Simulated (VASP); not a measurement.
Here is a VASP 6.6.1 calculation.

The input INCAR:

```
PREC = Accurate
ENCUT = 500
EDIFF = 1E-6
ISMEAR = -1
SIGMA = 0.015
LREAL = F
LASPH = T
NELM = 120
ALGO = Normal
ISIF = 2
LWAVE = F
LCHARG = F
GGA = PE
NBANDS = 8
GGA_COMPAT = F
ISYM = -1
```

Contents of KPOINTS:

```
explicit points
64
Reciprocal
  0.06250000   0.06250000   0.06250000 1
  0.06250000   0.06250000   0.31250000 1
  0.06250000   0.06250000   0.56250000 1
  0.06250000   0.06250000   0.81250000 1
  0.06250000   0.31250000   0.06250000 1
  0.06250000   0.31250000   0.31250000 1
  0.06250000   0.31250000   0.56250000 1
  0.06250000   0.31250000   0.81250000 1
  0.06250000   0.56250000   0.06250000 1
  0.06250000   0.56250000   0.31250000 1
  0.06250000   0.56250000   0.56250000 1
  0.06250000   0.56250000   0.81250000 1
  0.06250000   0.81250000   0.06250000 1
  0.06250000   0.81250000   0.31250000 1
  0.06250000   0.81250000   0.56250000 1
  0.06250000   0.81250000   0.81250000 1
  0.31250000   0.06250000   0.06250000 1
  0.31250000   0.06250000   0.31250000 1
  0.31250000   0.06250000   0.56250000 1
  0.31250000   0.06250000   0.81250000 1
  0.31250000   0.31250000   0.06250000 1
  0.31250000   0.31250000   0.31250000 1
  0.31250000   0.31250000   0.56250000 1
  0.31250000   0.31250000   0.81250000 1
  0.31250000   0.56250000   0.06250000 1
  0.31250000   0.56250000   0.31250000 1
  0.31250000   0.56250000   0.56250000 1
  0.31250000   0.56250000   0.81250000 1
  0.31250000   0.81250000   0.06250000 1
  0.31250000   0.81250000   0.31250000 1
  0.31250000   0.81250000   0.56250000 1
  0.31250000   0.81250000   0.81250000 1
  0.56250000   0.06250000   0.06250000 1
  0.56250000   0.06250000   0.31250000 1
  0.56250000   0.06250000   0.56250000 1
  0.56250000   0.06250000   0.81250000 1
  0.56250000   0.31250000   0.06250000 1
  0.56250000   0.31250000   0.31250000 1
  0.56250000   0.31250000   0.56250000 1
  0.56250000   0.31250000   0.81250000 1
  0.56250000   0.56250000   0.06250000 1
  0.56250000   0.56250000   0.31250000 1
  0.56250000   0.56250000   0.56250000 1
  0.56250000   0.56250000   0.81250000 1
  0.56250000   0.81250000   0.06250000 1
  0.56250000   0.81250000   0.31250000 1
  0.56250000   0.81250000   0.56250000 1
  0.56250000   0.81250000   0.81250000 1
  0.81250000   0.06250000   0.06250000 1
  0.81250000   0.06250000   0.31250000 1
  0.81250000   0.06250000   0.56250000 1
  0.81250000   0.06250000   0.81250000 1
  0.81250000   0.31250000   0.06250000 1
  0.81250000   0.31250000   0.31250000 1
  0.81250000   0.31250000   0.56250000 1
  0.81250000   0.31250000   0.81250000 1
  0.81250000   0.56250000   0.06250000 1
  0.81250000   0.56250000   0.31250000 1
  0.81250000   0.56250000   0.56250000 1
  0.81250000   0.56250000   0.81250000 1
  0.81250000   0.81250000   0.06250000 1
  0.81250000   0.81250000   0.31250000 1
  0.81250000   0.81250000   0.56250000 1
  0.81250000   0.81250000   0.81250000 1
```

Contents of POSCAR:

```
Al
1.0
   -1.5912186900      1.5912186900      1.5912186900
    1.5912186900     -1.5912186900      1.5912186900
    1.5912186900      1.5912186900     -1.5912186900
Al
1
Direct
    0.0000000000      0.0000000000      0.0000000000
```

Potentials or basis: VASP PAW PBE potentials, release 64 (Al).

Run with:

```sh
$ cat potpaw_PBE.64/Al/POTCAR > POTCAR
$ mpirun -np 1 vasp_std > vasp.out
```

Task: Predict the pressure.

Result: 3.9 GPa.

Task: Predict the band gap on the k mesh.

Result: Zero (an odd number of electrons rules out a gap without spin polarisation).

Caveat: the cell stands under pressure.
